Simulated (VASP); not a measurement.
## AlNi: single point with PBEsol

Crystal: AlNi.

```
CELL_PARAMETERS angstrom
2.81337 0.00000 0.00000
0.00000 2.81337 0.00000
0.00000 0.00000 2.81337
ATOMIC_POSITIONS crystal
Al 0.00000 0.00000 0.00000
Ni 0.50000 0.50000 0.50000
```

- Program: VASP 6.6.1
- Task: single point
- Functional: PBEsol
- Potentials or basis: VASP PAW PBE potentials, release 64 (Al, Ni)
- Cutoff: 520 eV
- k mesh: 16 × 16 × 16
- Occupations: fermi-dirac, width 0.05 eV
- Spin: no spin polarisation

The pressure is 10.2 GPa.

Levels at points of the mesh, in eV from the Fermi level:
```
           k point  band 3  band 4  band 5  band 6  band 7  band 8  band 9  band 10  band 11  band 12
(0.00, 0.00, 0.00)   -3.59   -1.69   -1.69   -1.69    5.81    5.81    5.81     8.38     8.38    15.05
(0.50, 0.00, 0.00)   -3.06   -2.47   -2.47   -1.59   -0.69    8.38   10.35    10.35    11.62    11.62
(0.50, 0.50, 0.00)   -3.08   -3.08   -2.29   -2.29   -1.11    1.59    2.85    13.10    15.70    15.70
(0.50, 0.50, 0.50)   -4.47   -1.07   -1.07    1.92    1.92    1.92    4.38     4.80     4.80     4.80
```

Wall time 99 s on 1 thread of AMD EPYC 7R13, with other jobs on the host, peak memory 0.15 GiB.

Caveat: the PAW data sets were made with another functional, which shifts forces and pressure a little. Spin polarisation is off, so any magnetic state and its effect on volume and gap are missing.
